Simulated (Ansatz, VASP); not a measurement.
# Two plane-wave programs on BN

```
CELL_PARAMETERS angstrom
4.48900 0.00000 0.00000
0.00000 4.48900 0.00000
0.00000 0.00000 2.31980
ATOMIC_POSITIONS crystal
B 0.17428 0.82572 0.50000
B 0.32572 0.32572 0.00000
B 0.67428 0.67428 0.00000
B 0.82572 0.17428 0.50000
N 0.81261 0.81261 0.50000
N 0.31261 0.68739 0.00000
N 0.68739 0.31261 0.00000
N 0.18739 0.18739 0.50000
```

Alike in both runs: task single point; functional PBE; k mesh 6 × 6 × 10; occupations gaussian, width 0.05 eV; no spin polarisation.

|  | VASP | Ansatz |
| --- | --- | --- |
| version | VASP 6.6.1 | Ansatz 0.2.0 |
| potentials or method | VASP PAW PBE potentials, release 64 (B, N), cutoff 520 eV | scalar-relativistic, plane waves, PAW |
| valence electrons in the cell | 32 | 32 |

|  | VASP | Ansatz | Ansatz less VASP |
| --- | --- | --- | --- |
| gap on the k mesh at the Fermi level (eV) | 4.38 | 4.39 | +0.013 |
| least direct gap on the mesh (eV) | 5.88 | 5.90 | +0.013 |
| rms of the force components (eV/Å) | 0.530 | 0.514 | -0.0157 |

Atom by atom the forces differ by 0.017 eV/Å (rms over components).
